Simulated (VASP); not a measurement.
Input of a VASP 6.6.1 run:

Contents of INCAR:

```
PREC = Accurate
ENCUT = 600
EDIFF = 1E-6
ISMEAR = 0
SIGMA = 0.1
LREAL = F
LASPH = T
NELM = 80
ALGO = Normal
ISIF = 8
LWAVE = F
LCHARG = F
GGA = PS
IBRION = 2
NSW = 60
EDIFFG = -0.01
```

Contents of KPOINTS:

```
Automatic mesh
0
Gamma
  9 9 9
```

The input POSCAR:

```
Ta
1.0
   -1.6512800000      1.6512800000      1.6512800000
    1.6512800000     -1.6512800000      1.6512800000
    1.6512800000      1.6512800000     -1.6512800000
Ta
1
Direct
    0.0000000000      0.0000000000      0.0000000000
```

Potentials or basis: VASP PAW PBE potentials, release 64 (Ta_pv).

The run is started by

```bash
$ cat potpaw_PBE.64/Ta_pv/POTCAR > POTCAR
$ mpirun -np 1 vasp_std > vasp.out
```

What does it give for the space group after relaxing (to 0.1 Å)?

Im-3m (No. 229).

What does it give for the relaxed volume?

17.65 Å³/atom.

Step by step:
| step | energy change (eV) | largest force (eV/Å) | pressure (GPa) | volume (Å³) |
| --- | --- | --- | --- | --- |
| 1 | 0.0000 | 0.0000 | -3.76 | 18.01 |
| 2 | 0.0141 | 0.0000 | 8.73 | 16.93 |
| 3 | -0.0044 | 0.0000 | -0.06 | 17.65 |

Caveat: the PAW data sets were made with another functional, which shifts forces and pressure a little.
